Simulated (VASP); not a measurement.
Input of a VASP 6.6.1 run:

Contents of INCAR:

```
SYSTEM = NiCl4
ALGO     = Normal         ! electronic algorithm
EDIFF    = 1E-6           ! SCF threshold, eV
EDIFFG   = -0.08          ! ionic threshold
ENCUT    = 600            ! plane-wave cutoff, eV
GGA      = PE             ! functional
IBRION   = 2              ! ionic algorithm
ISIF     = 3              ! what is computed and relaxed
ISMEAR   = 0              ! smearing method
ISPIN    = 2              ! spin polarisation
LASPH    = .True.         ! aspherical terms in the spheres
LCHARG   = .False.        ! write CHGCAR
LMAXMIX  = 4              ! l up to which the mixer works
LORBIT   = 11             ! projections on sites
LREAL    = .False.        ! projectors in reciprocal space
LWAVE    = .False.        ! write WAVECAR
MAGMOM   = 2 0 0 0 0      ! initial moments
NELM     = 150            ! most SCF steps
NSW      = 36             ! ionic steps
PREC     = Accurate       ! precision mode
SIGMA    = 0.15           ! smearing width, eV
```

KPOINTS

```
k-points
0
Gamma
  3 3 3
  0 0 0
```

POSCAR

```
NiCl4
1.0
   -2.9307997000      3.4558877000      3.5750826200
    2.9307997000     -3.4558877000      3.5750826200
    2.9307997000      3.4558877000     -3.5750826200
Ni Cl
1 4
Direct
    0.0000000000      0.0000000000      0.0000000000
    0.0000000000      0.0000000000      0.5000000000
    0.0000000000      0.5000000000      0.0000000000
    0.5000000000      0.5000000000      0.5000000000
    0.5000000000      0.0000000000      0.0000000000
```

Potentials or basis: VASP PAW PBE potentials, release 64 (Ni, Cl).

Launch:

```sh
$ cat potpaw_PBE.64/Ni/POTCAR potpaw_PBE.64/Cl/POTCAR > POTCAR
$ mpirun -np 1 vasp_std > vasp.out
```

(1) Predict the relaxed cell.

(2) Predict the site moments.

(3) Predict the relaxed volume.

Results:

(1) a = 5.190 Å, b = 5.190 Å, c = 5.190 Å, α = 117.62°, β = 105.87°, γ = 105.24°.

(2) Ni +1.02; Cl +0.06 μB.

(3) 21.20 Å³/atom.

Caveat: the k points lie up to 0.51 Å⁻¹ apart in the final cell; the volume moved by over 15 % at a fixed basis, so the end points are rough; a cell with one magnetic atom can't hold antiferromagnetic order, which such compounds often take.
